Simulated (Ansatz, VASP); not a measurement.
## TaSi2 in VASP and in Ansatz

```
CELL_PARAMETERS angstrom
5.64540 0.00000 0.00000
0.00000 5.64540 0.00000
0.00000 0.00000 5.64540
ATOMIC_POSITIONS crystal
Ta 0.00000 0.00000 0.00000
Ta 0.50000 0.50000 0.50000
Si 0.25000 0.25000 0.25000
Si 0.25000 0.75000 0.75000
Si 0.75000 0.75000 0.25000
Si 0.75000 0.25000 0.75000
```

Alike in both runs: functional PBE; k mesh 4 × 4 × 4; occupations gaussian, width 0.1 eV; no spin polarisation.

Ansatz relaxed the structure, and its values are those at the end. VASP's run is a single point on that final structure, the one shown.

|  | VASP | Ansatz |
| --- | --- | --- |
| version | VASP 6.6.1 | Ansatz 0.2.0 |
| potentials or method | VASP PAW PBE potentials, release 64 (Ta_pv, Si), cutoff 520 eV | scalar-relativistic, plane waves, PAW |
| valence electrons in the cell | 38 | 42 |

|  | VASP | Ansatz | Ansatz less VASP |
| --- | --- | --- | --- |
| gap on the k mesh at the Fermi level (eV) | none | none | - |
| pressure (GPa) | 0.1 | 0.1 | -0.01 |

A gap of «none» marks a metal or a gap that the smearing closes. VASP's potentials hold 38 valence electrons a cell and Ansatz's 42, so a difference there can come from the potentials and not from the codes.

Spin-orbit coupling is off throughout.
